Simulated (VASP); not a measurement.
Here is a VASP 6.6.1 calculation.

Contents of INCAR:

```
ALGO     = Normal         # electronic algorithm
DIPOL    = 0.5 0.5 0.284
EDIFF    = 1E-6           # SCF threshold, eV
ENCUT    = 400            # plane-wave cutoff, eV
GGA      = PE             # functional
GGA_COMPAT= False        
IDIPOL   = 3            
ISIF     = 2              # what is computed and relaxed
ISMEAR   = 0              # smearing method
IVDW     = 12             # dispersion correction
LASPH    = True           # aspherical terms in the spheres
LCHARG   = False          # write CHGCAR
LDIPOL   = True         
LREAL    = False          # projectors in reciprocal space
LWAVE    = False          # write WAVECAR
NBANDS   = 35             # bands
NELM     = 120            # most SCF steps
NELMDL   = -8           
PREC     = Accurate       # precision mode
SIGMA    = 0.1            # smearing width, eV
```

The input KPOINTS:

```
k-points
0
Gamma
  6 6 1
```

POSCAR

```
CdI2
1.0
    4.2423500833     -0.0000003318      0.0000000000
   -2.1211747543      3.6739831098      0.0000000000
    0.0000000000      0.0000000000     43.9462260000
Cd I
2 4
Direct
    0.0000000000      0.0000000000      0.1977058511
    0.3333333333      0.6666666667      0.3711712124
    0.3333333333      0.6666666667      0.1581851172
    0.6666666667      0.3333333333      0.2371986705
    0.6666666667      0.3333333333      0.3316783930
    0.0000000000      0.0000000000      0.4106919464
```

Potentials or basis: VASP PAW PBE potentials, release 64 (Cd, I).

Launch:

```console
$ cat potpaw_PBE.64/Cd/POTCAR potpaw_PBE.64/I/POTCAR > POTCAR
$ mpirun -np 1 vasp_std > vasp.out
```

**Question.** What does it give for the band gap on the k mesh?

**Answer.** 2.37 eV (least direct gap 2.59 eV).

**Question.** Estimate the dispersion energy per atom.

**Answer.** -0.274 eV.

**Question.** What does it give for the largest force?

**Answer.** 0.027 eV/Å.

Forces on the atoms (eV/Å):
```
Cd   0.000  0.000  0.003
Cd   0.000  0.000 -0.003
I    0.000  0.000 -0.022
I    0.000  0.000  0.027
I    0.000  0.000 -0.027
I    0.000  0.000  0.022
```

Caveat: spin-orbit coupling is left out, which moves the levels of the heavy elements.
